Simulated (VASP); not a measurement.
A run of VASP 6.6.1 is set up as follows.

File INCAR:

```
SYSTEM = MnSi
PREC = Accurate ; ENCUT = 520
EDIFF = 1E-8 ; ISMEAR = -1
SIGMA = 0.05 ; LREAL = .FALSE.
LASPH = .TRUE. ; NELM = 150
ALGO = Normal ; ISIF = 2
LWAVE = .FALSE. ; LCHARG = .FALSE.
ISPIN = 2 ; MAGMOM = 4 0
LORBIT = 11 ; LMAXMIX = 4
GGA = PE ; LEFG = .TRUE.
NBANDS = 20
```

The input KPOINTS:

```
Automatic mesh
0
G
  15 15 15
  0 0 0
```

The input POSCAR:

```
MnSi
1.0
    0.0000000000      2.3740455864      2.4224954964
    2.3740455864      0.0000000000      2.4224954964
    2.3740455864      2.3740455864      0.0000000000
Mn Si
1 1
Direct
    0.0000000000      0.0000000000      0.0000000000
    0.5000000000      0.5000000000      0.5000000000
```

Potentials or basis: VASP PAW PBE potentials, release 64 (Mn_pv, Si).

Run with:

```sh
$ cat potpaw_PBE.64/Mn_pv/POTCAR potpaw_PBE.64/Si/POTCAR > POTCAR
$ mpirun -np 1 vasp_std > vasp.out
```

(1) Estimate the net moment.

(2) What does it give for the site moments?

(3) Predict the pressure.

Answers

(1) 2.35 μB per cell.

(2) Mn +2.45; Si -0.10 μB.

(3) 4.6 GPa.

Caveat: the cell differs from its parent crystal (x and y stretched by -2 %, z held); the cell stands under pressure; without QUAD_EFG the Cq values of the log hold for a quadrupole moment of 1 mb, not for the nuclei.
